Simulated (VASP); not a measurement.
**F: single point with PBE**

F:

```
F
1.0
     0.00000    1.71587    1.71587
     1.71587    0.00000    1.71587
     1.71587    1.71587    0.00000
F
1
Direct
  0.00000 0.00000 0.00000
```

| Property | Result |
| --- | --- |
| Program | VASP 6.6.1 |
| Task | single point |
| Functional | PBE |
| Potentials or basis | VASP PAW PBE potentials, release 64 (F) |
| Cutoff | 600 eV |
| k mesh | 28 × 28 × 28 |
| Occupations | gaussian, width 0.1 eV |
| Spin | no spin polarisation |
| Dipole correction | no |
| Further INCAR settings | ALGO = Normal; EDIFF = 1e-06; NBANDS = 10 |

```
Pressure               : -0.6 GPa
Band gap on the k mesh : zero (an odd number of electrons rules out a gap without spin polarisation)
```

Levels at points of the mesh, in eV from the Fermi level:
```
           k point  band 1  band 2  band 3  band 4  band 5  band 6  band 7  band 8  band 9
(0.00, 0.00, 0.00)  -21.66    0.53    0.53    0.53   13.80   35.22   35.22   35.22   39.18
(0.50, 0.00, 0.00)  -20.07   -3.89    0.13    0.13   20.64   21.91   33.12   33.12   37.57
(0.50, 0.50, 0.00)  -19.58   -3.34   -0.76   -0.76   19.07   24.37   25.41   36.08   36.08
```

Run time: 56 s on 1 thread of Intel Xeon 8259CL (shared host), peak memory 0.17 GiB.

Caveat: an odd number of electrons without spin polarisation forces a metal; a magnetic or distorted state may lie lower.
